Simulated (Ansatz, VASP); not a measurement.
## Two plane-wave programs on AlN

```
CELL_PARAMETERS angstrom
4.27731 -0.13754 -0.21059
0.13754 -4.34551 0.15670
0.21059 0.15670 -4.27954
ATOMIC_POSITIONS crystal
Al 0.02024 0.52560 0.49895
Al 0.47550 0.99490 0.49212
Al 0.47265 0.55312 0.00398
Al 0.03887 0.96646 0.98548
N 0.72644 0.72434 0.76734
N 0.21388 0.26347 0.78553
N 0.28307 0.74443 0.21292
N 0.76933 0.22767 0.25367
```

Change from the starting cell: all atoms moved at random (sigma 0.15 Å a component), cell strained at random (sigma 0.03).

Alike in both runs: task single point; functional PBE; k mesh 6 × 6 × 6; occupations gaussian, width 0.05 eV; no spin polarisation.

|  | VASP | Ansatz |
| --- | --- | --- |
| version | VASP 6.6.1 | Ansatz 0.2.0 |
| potentials or method | VASP PAW PBE potentials, release 64 (Al, N), cutoff 520 eV | scalar-relativistic, plane waves, PAW |
| valence electrons in the cell | 32 | 32 |

|  | VASP | Ansatz | Ansatz less VASP |
| --- | --- | --- | --- |
| gap on the k mesh at the Fermi level (eV) | 0.24 | 0.25 | +0.004 |
| least direct gap on the mesh (eV) | 0.41 | 0.41 | +0.005 |
| pressure (GPa) | 43.9 | 44.4 | +0.51 |
| traceless stress, the component that is largest in VASP (GPa) | 48.65 | 48.86 | +0.211 |
| rms of the force components (eV/Å) | 9.074 | 9.222 | +0.1484 |

Atom by atom the forces differ by 0.162 eV/Å (rms over components). Both programs put the cell under a high pressure, so it lies far from rest at this level. The functional is the same, so the differences come from potentials, cutoffs and numerics.
